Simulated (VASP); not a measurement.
Si16CO, 18 atoms in the cell. The cell holds a slab with vacuum, 18 atoms: a = 7.735 Å, b = 7.735 Å, c = 22.112 Å, α = 90.00°, β = 90.00°, γ = 90.00°. 

| Item | Value |
| --- | --- |
| Program | VASP 6.6.1 |
| Task | single point |
| Functional | PBE |
| Potentials or basis | VASP PAW PBE potentials, release 64 (Si, C, O) |
| Cutoff | 520 eV |
| k mesh | 4 × 4 × 1 |
| Occupations | gaussian, width 0.05 eV |
| Spin | no spin polarisation |
| Dipole correction | yes |
| Further INCAR settings | LREAL = Auto; ALGO = Normal; EDIFF = 1e-06; NBANDS = 52 |

Potentials or basis: VASP PAW PBE potentials, release 64 (Si, C, O).

The run is started by

```console
$ cat potpaw_PBE.64/Si/POTCAR potpaw_PBE.64/C/POTCAR potpaw_PBE.64/O/POTCAR > POTCAR
$ mpirun -np 1 vasp_std > vasp.out
```

Hardware: 1 thread of Oxide Virtual Turin-like Processor, with other jobs on the host.

**Question.** Estimate the wall time of this run.

**Answer.** It took 38 min on 1 thread of Oxide Virtual Turin-like Processor, with other jobs on the host, peak memory 1.3 GiB. Counts: scf iterations 26, k points 10.
